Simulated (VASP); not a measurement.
A run of VASP 6.6.1 is set up as follows.

The input INCAR:

```
ALGO = Normal
EDIFF = 1E-6
ENCUT = 520
GGA = PE
ISIF = 2
ISMEAR = 0
LASPH = T
LCHARG = T
LELF = T
LREAL = F
LVHAR = T
LWAVE = F
NBANDS = 21
NELM = 100
PREC = Accurate
SIGMA = 0.1
```

KPOINTS

```
k-points
0
Gamma
  6 6 6
```

File POSCAR:

```
B4Ru
1.0
   -2.1973500900      2.1973500900      2.1973500900
    2.1973500900     -2.1973500900      2.1973500900
    2.1973500900      2.1973500900     -2.1973500900
B Ru
4 1
Direct
    0.5000000000      0.5000000000      0.5000000000
    0.5000000000      0.0000000000      0.0000000000
    0.0000000000      0.0000000000      0.5000000000
    0.0000000000      0.5000000000      0.0000000000
    0.0000000000      0.0000000000      0.0000000000
```

Potentials or basis: VASP PAW PBE potentials, release 64 (B, Ru_pv).

Launch:

```console
$ cat potpaw_PBE.64/B/POTCAR potpaw_PBE.64/Ru_pv/POTCAR > POTCAR
$ mpirun -np 1 vasp_std > vasp.out
```

Task: What does it give for the band gap on the k mesh?

Result: Zero (band 13 reaches 10.34 eV, above the bottom of band 14 at 6.99 eV).

Task: Estimate the pressure.

Result: 70.5 GPa.
